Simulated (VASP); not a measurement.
# Ta (Im-3m) in VASP: a series of runs

The runs below take Ta through single point, relaxation of cell and atoms, with r2SCAN.

All numbers are computed with VASP 6.6.1; they aren't measurements. Logs are shortened: lines on timing, memory, paths and dates and some standing lists are left out, and cuts for length are marked.

**1. The cell of the first run**

Symmetry: Im-3m, No. 229, cubic system. The conventional cell has a = 3.307 Å, b = 3.307 Å, c = 3.307 Å, α = 90.00°, β = 90.00°, γ = 90.00°. Within 3.8 Å of Ta (site symmetry m-3m) lie 14 Ta at 2.86 to 3.31 Å.

**2. Single point, r2SCAN**

POSCAR

```
Ta
1.0
   -1.6536027696      1.6536027696      1.6536027696
    1.6536027696     -1.6536027696      1.6536027696
    1.6536027696      1.6536027696     -1.6536027696
Ta
1
Direct
    0.0000000000      0.0000000000      0.0000000000
```

INCAR.step1

```
ALGO = Normal
EDIFF = 1E-4
ENCUT = 520
GGA = PE
ISMEAR = -1
LASPH = T
LCHARG = F
LREAL = F
LWAVE = T
NBANDS = 12
NELM = 100
PREC = Accurate
SIGMA = 0.15
```

INCAR.step2

```
ALGO = Normal
EDIFF = 1E-6
ENCUT = 520
ISIF = 2
ISMEAR = -1
ISTART = 1
LASPH = T
LCHARG = F
LMIXTAU = T
LREAL = F
LWAVE = F
METAGGA = R2SCAN
NBANDS = 12
NELM = 100
PREC = Accurate
SIGMA = 0.15
```

KPOINTS

```
k-points
0
Gamma
  20 20 20
```

Potentials or basis: VASP PAW PBE potentials, release 64 (Ta_pv).

Launch:

```console
cat potpaw_PBE.64/Ta_pv/POTCAR > POTCAR
cp INCAR.step1 INCAR
mpirun -np 1 vasp_std > vasp.out
cp INCAR.step2 INCAR
mpirun -np 1 vasp_std > vasp.out
```

OUTCAR:

```text
EDIFF = 1E-6
   ENCUT = 520
   ISIF = 2
   ISMEAR = -1
   ISTART = 1
   LASPH = T
   LREAL = F
   METAGGA = R2SCAN
   NELM = 100
   PREC = Accurate

 ion  position               nearest neighbor table
   1  0.000  0.000  0.000-

  LATTYP: Found a body centered cubic cell.
 ALAT       =     3.3072055392

  Lattice vectors:

 A1 = (  -1.6536027696,   1.6536027696,   1.6536027696)
 A2 = (   1.6536027696,  -1.6536027696,   1.6536027696)
 A3 = (   1.6536027696,   1.6536027696,  -1.6536027696)

Analysis of symmetry for initial positions (statically):
=====================================================================
 Subroutine PRICEL returns:
 Original cell was already a primitive cell.

 Routine SETGRP: Setting up the symmetry group for a
 body centered cubic supercell.

 Subroutine GETGRP returns: Found 48 space group operations
 (whereof 48 operations were pure point group operations)
 out of a pool of 48 trial point group operations.

The static configuration has the point symmetry O_h .

Analysis of symmetry for dynamics (positions and initial velocities):
=====================================================================
 Subroutine PRICEL returns:
 Original cell was already a primitive cell.

 Routine SETGRP: Setting up the symmetry group for a
 body centered cubic supercell.

 Subroutine GETGRP returns: Found 48 space group operations
 (whereof 48 operations were pure point group operations)
 out of a pool of 48 trial point group operations.

The dynamic configuration has the point symmetry O_h .

 Subroutine INISYM returns: Found 48 space group operations
 (whereof 48 operations are pure point group operations),
 and found     1 'primitive' translations

----------------------------------------------------------------------------------------

                                     Primitive cell

  volume of cell :      18.0865

  direct lattice vectors                    reciprocal lattice vectors
    -1.653602770  1.653602770  1.653602770     0.000000000  0.302370079  0.302370079
     1.653602770 -1.653602770  1.653602770     0.302370079  0.000000000  0.302370079
     1.653602770  1.653602770 -1.653602770     0.302370079  0.302370079  0.000000000

  length of vectors
     2.864124012  2.864124012  2.864124012     0.427615867  0.427615867  0.427615867

  position of ions in fractional coordinates (direct lattice)
     0.000000000  0.000000000  0.000000000

  ion indices of the primitive-cell ions
   primitive index   ion index
                 1           1

----------------------------------------------------------------------------------------

 KPOINTS: k-points

Automatic generation of k-mesh.
 Grid dimensions read from file:
 generate k-points for:   20   20   20

 Generating k-lattice:

  Cartesian coordinates                     Fractional coordinates (reciprocal lattice)
     0.000000000  0.015118504  0.015118504     0.050000000  0.000000000  0.000000000
     0.015118504  0.000000000  0.015118504     0.000000000  0.050000000  0.000000000
     0.015118504  0.015118504  0.000000000     0.000000000  0.000000000  0.050000000

  Length of vectors
     0.021380793  0.021380793  0.021380793

  Shift w.r.t. Gamma in fractional coordinates (k-lattice)
     0.000000000  0.000000000  0.000000000

 Subroutine IBZKPT returns following result:
 ===========================================

 Found    256 irreducible k-points:

 Following reciprocal coordinates:
            Coordinates               Weight
  0.000000  0.000000  0.000000      1.000000
  0.050000  0.000000  0.000000     12.000000
  0.100000  0.000000  0.000000     12.000000
  0.150000  0.000000  0.000000     12.000000
  0.200000  0.000000  0.000000     12.000000
  0.250000  0.000000  0.000000     12.000000
[... 16 lines left out ...]
  0.200000  0.100000 -0.000000     48.000000
  0.250000  0.100000  0.000000     48.000000
 [... further k-points ...]
   k-points           NKPTS =    256   k-points in BZ     NKDIM =    256   number of bands    NBANDS=     12
   number of dos      NEDOS =    301   number of ions     NIONS =      1
   total plane-waves  NPLWV =  13824
   dimension x,y,z NGX =    24 NGY =   24 NGZ =   24
   dimension x,y,z NGXF=    48 NGYF=   48 NGZF=   48
   ions per type =               1
   NGX,Y,Z   is equivalent  to a cutoff of  13.93, 13.93, 13.93 a.u.
   NGXF,Y,Z  is equivalent  to a cutoff of  27.86, 27.86, 27.86 a.u.
 SYSTEM =  unknown system
   PREC   = accura    normal or accurate (medium, high low for compatibility)
   ISTART =      1    job   : 0-new  1-cont  2-samecut
   ICHARG =      0    charge: 1-file 2-atom 10-const
   ISPIN  =      1    spin polarized calculation?
   LNONCOLLINEAR =      F non collinear calculations
   LSORBIT =      F    spin-orbit coupling
   LASPH  =      T    aspherical Exc in radial PAW
   ENCUT  =  520.0 eV  38.22 Ry    6.18 a.u.   5.33  5.33  5.33*2*pi/ulx,y,z
   NELM   =    100;   NELMIN=  2; NELMDL=  0     # of ELM steps
   EDIFF  = 0.1E-05   stopping-criterion for ELM
   LREAL  =      F    real-space projection
   EDIFFG = 0.1E-04   stopping-criterion for IOM
   NSW    =      0    number of steps for IOM
   IBRION =     -1    ionic relax: 0-MD 1-quasi-New 2-CG
   NFREE  =      0    steps in history (QN), initial steepest desc. (CG)
   ISIF   =      2    stress and relaxation
   ISYM   =      2    0-nonsym 1-usesym 2-fastsym
   POTIM  = 0.5000    time-step for ionic-motion
   TEBEG  =    0.0;   TEEND  =   0.0 temperature during run
   PSTRESS=    0.0 pullay stress
   NELECT =      11.0000    total number of electrons
   NUPDOWN=      -1.0000    fix difference up-down
   EMIN   =  10.00;   EMAX   =-10.00  energy-range for DOS
   EFERMI =   0.00;   METHOD = LEGACY
   ISMEAR =    -1;   SIGMA  =   0.15  broadening in eV -4-tet -1-fermi 0-gaus
   EFERMI_NEDOS =   21; number of points for ismear=-14 and -15
   IALGO  =     38    algorithm
   IMIX   =      4    mixing-type and parameters
     AMIX     =   0.40;   BMIX     =  1.00
     AMIX_MAG =   1.60;   BMIX_MAG =  1.00
  volume/ion in A,a.u.               =      18.09       122.05
  Fermi-wavevector in a.u.,A,eV,Ry     =   1.387036  2.621119 26.175842  1.923870
  Thomas-Fermi vector in A             =   2.511296
   LORBIT       =      0    0 simple, 1 ext, 2 COOP (PROOUT), +10 PAW based schemes
   METAGGA = R2SCAN    functional components
   LHFCALC =     F    Hartree Fock is set to
   AEXX    =    0.0000 exact exchange contribution
   IVDW    =     0    specifies the selected vdW correction
   LEPSILON=     F    determine dielectric tensor
   LRPA    =     F    only Hartree local field effects (RPA)
 non-spin polarized calculation
  energy-cutoff  :      520.00
  volume of cell :       18.09
 maximum number of plane-waves:       498
 NGX is ok and might be reduce to    24
   NGX = 11   NGY = 11   NGZ = 11

 number of electron      11.0000002 magnetization

 Free energy of the ion-electron system (eV)
  ---------------------------------------------------
  ext. energy  EPLUGINS =         0.00000000
  ---------------------------------------------------
  free energy    TOTEN  =       -48.62585247 eV

  energy without entropy =      -48.53536162  energy(sigma->0) =      -48.58060704

 E-fermi :   5.3184     XC(G=0): -13.7468

 val. band max:        5.3109223192   @ k =  -0.2500   0.3500   0.1000
 cond. band min:       5.3334032745   @ k =  -0.1500   0.2500   0.0500
 fundamental gap:      0.0224809552
 Fermi energy:         5.3183981676

 k-point     1 :       0.0000    0.0000    0.0000
  band No.  band energies     occupation
      1     -28.9432      2.00000
      2     -28.9432      2.00000
      3     -28.9432      2.00000
      4      -3.0221      2.00000
      5       6.1340      0.00866
      6       6.1340      0.00866
      7       6.1340      0.00866
      8       9.6107      0.00000
      9       9.6107      0.00000
     10      17.3908      0.00000
     11      21.0488      0.00000
     12      21.0488      0.00000

 k-point     2 :       0.0500    0.0000    0.0000
  band No.  band energies     occupation
      1     -28.9758      2.00000
      2     -28.9531      2.00000
      3     -28.9434      2.00000
      4      -2.9054      2.00000
      5       6.0563      0.01450
      6       6.1112      0.01008
      7       6.2469      0.00409
      8       9.4809      0.00000
      9       9.6096      0.00000
     10      17.3907      0.00000
     11      21.1545      0.00000
     12      21.2542      0.00000

 k-point     3 :       0.1000    0.0000    0.0000
  band No.  band energies     occupation
      1     -29.0695      2.00000
      2     -28.9817      2.00000
      3     -28.9440      2.00000
      4      -2.5648      2.00000
      5       5.8392      0.06025
      6       6.0207      0.01836
      7       6.5829      0.00044
      8       9.1887      0.00000
      9       9.6123      0.00000
     10      17.3906      0.00000
     11      21.4292      0.00000
     12      21.8532      0.00000
[... 286 lines left out ...]
 k-point    23 :       0.2000    0.1000   -0.0000
  band No.  band energies     occupation
      1     -29.6143      2.00000
      2     -29.1459      2.00000
      3     -28.9876      2.00000
      4      -0.3332      2.00000
      5       4.7466      1.95674
      6       4.9661      1.82570
      7       8.6294      0.00000
      8       9.2593      0.00000
      9      10.1097      0.00000
     10      17.3900      0.00000
     11      21.3878      0.00000
     12      22.7598      0.00000

 k-point    24 :       0.2500    0.1000    0.0000
  band No.  band energies     occupation
      1     -29.7766      2.00000
      2     -29.2152      2.00000
      3     -28.9908      2.00000
      4       0.3356      2.00000
      5       4.4146      1.99518
      6       4.8479      1.91674
      7       8.8368      0.00000
      8      10.2357      0.00000
      9      10.3455      0.00000
     10      17.3893      0.00000
     11      20.2800      0.00000
     12      21.7392      0.00000

 [... further k-points ...]
[... 5 lines left out ...]
  --------------------------------------------------------------------------------------
  -------------------------------------------------------------------------------------
  Total        0.0724256      0.0724256      0.0724256     -0.0000000      0.0000000     -0.0000000
  in kB        6.4157717      6.4157717      6.4157717     -0.0000000      0.0000000     -0.0000000
  external PRESSURE =       6.4157717 kB  Pullay stress =       0.0000000 kB

 VOLUME and BASIS-vectors are now :
 -----------------------------------------------------------------------------
  energy-cutoff  :      520.00
  volume of cell :       18.09
      direct lattice vectors                 reciprocal lattice vectors
    -1.653602770  1.653602770  1.653602770     0.000000000  0.302370079  0.302370079
     1.653602770 -1.653602770  1.653602770     0.302370079  0.000000000  0.302370079
     1.653602770  1.653602770 -1.653602770     0.302370079  0.302370079  0.000000000

 POSITION                                       TOTAL-FORCE (eV/Angst)
 -----------------------------------------------------------------------------------
      0.00000      0.00000      0.00000        -0.000000      0.000000     -0.000000
 -----------------------------------------------------------------------------------
    total drift:                               -0.000000     -0.000000     -0.000000

  FREE ENERGIE OF THE ION-ELECTRON SYSTEM (eV)
  ---------------------------------------------------
  free  energy   TOTEN  =       -48.6258524669 eV

  energy  without entropy=      -48.5353616166  energy(sigma->0) =      -48.58060704
```

Run time: 1.9 min. Hardware: 1 thread of AMD EPYC 9R45 (Zen 5), shared host; peak memory 0.16 GiB.

Results:

* Free energy: -48.6259 eV
* Pressure: 0.6 GPa
* Band gap on the k mesh: zero (an odd number of electrons rules out a gap without spin polarisation)

Caveat: the PAW data sets were made with another functional, which shifts forces and pressure a little; spin-orbit coupling is left out, which moves the levels of the heavy elements.

**3. Relaxation of cell and atoms, r2SCAN**

This run uses another cell than the first one, of 18.04 Å³/atom.

POSCAR

```
Ta
1.0
   -1.6522866616      1.6522866616      1.6522866616
    1.6522866616     -1.6522866616      1.6522866616
    1.6522866616      1.6522866616     -1.6522866616
Ta
1
Direct
    0.0000000000      0.0000000000      0.0000000000
```

INCAR.step1

```
PREC = Accurate
ENCUT = 600
ISMEAR = -1
SIGMA = 0.15
LREAL = False
LASPH = True
NELM = 80
GGA = PE
ALGO = Normal
EDIFF = 1E-4
LWAVE = True
LCHARG = False
```

INCAR.step2

```
PREC = Accurate
ENCUT = 600
EDIFF = 1E-6
ISMEAR = -1
SIGMA = 0.15
LREAL = False
LASPH = True
NELM = 80
ALGO = Normal
ISIF = 3
LWAVE = False
LCHARG = False
METAGGA = R2SCAN
LMIXTAU = True
IBRION = 2
NSW = 80
EDIFFG = -0.001
ISTART = 1
```

KPOINTS

```
Automatic mesh
0
Gamma
  20 20 20
```

Potentials or basis: VASP PAW PBE potentials, release 64 (Ta_pv).

Launch:

```console
cat potpaw_PBE.64/Ta_pv/POTCAR > POTCAR
cp INCAR.step1 INCAR
mpirun -np 1 vasp_std > vasp.out
cp INCAR.step2 INCAR
mpirun -np 1 vasp_std > vasp.out
```

Run time: 4 min. Hardware: 1 thread of AMD EPYC 9R45 (Zen 5), shared host; peak memory 0.17 GiB.

The run converged. Its results:

```
Free energy                           : -48.6263 eV
Relaxed volume                        : 18.14 Å³/atom
Relaxed cell                          : a = 2.867 Å, b = 2.867 Å, c = 2.867 Å, α = 109.47°, β = 109.47°, γ = 109.47°
Space group after relaxing (to 0.1 Å) : Im-3m (No. 229)
Energy gained by relaxing             : 0.3 meV/atom
Ionic steps                           : 3
Pressure after relaxing               : 0.0 GPa
Band gap on the k mesh                : zero (an odd number of electrons rules out a gap without spin polarisation)
```

Step by step:
```
step  energy change (eV)  largest force (eV/Å)  pressure (GPa)  volume (Å³)
   1              0.0000                0.0000            1.10        18.04
   2              0.0014                0.0000           -2.45        18.37
   3             -0.0003                0.0000            0.01        18.14
```

Final structure:
```
Ta
1.0
    -1.65523    1.65523    1.65523
     1.65523   -1.65523    1.65523
     1.65523    1.65523   -1.65523
Ta
1
Direct
  0.00000 0.00000 0.00000
```

Levels at points of the mesh, in eV from the Fermi level:
| k point | band 3 | band 4 | band 5 | band 6 | band 7 | band 8 | band 9 |
| --- | --- | --- | --- | --- | --- | --- | --- |
| (0.00, 0.00, 0.00) | -34.27 | -8.33 | 0.82 | 0.82 | 0.82 | 4.28 | 4.28 |
| (0.50, 0.00, 0.00) | -34.28 | -4.55 | -1.57 | 1.41 | 4.15 | 5.21 | 8.00 |
| (0.50, 0.50, 0.50) | -35.11 | -3.93 | -3.93 | 7.03 | 7.03 | 7.03 | 8.92 |

Caveat: the PAW data sets were made with another functional, which shifts forces and pressure a little; spin-orbit coupling is left out, which moves the levels of the heavy elements.

The gap in the log of VASP goes by the Fermi energy; the results here count the filled bands.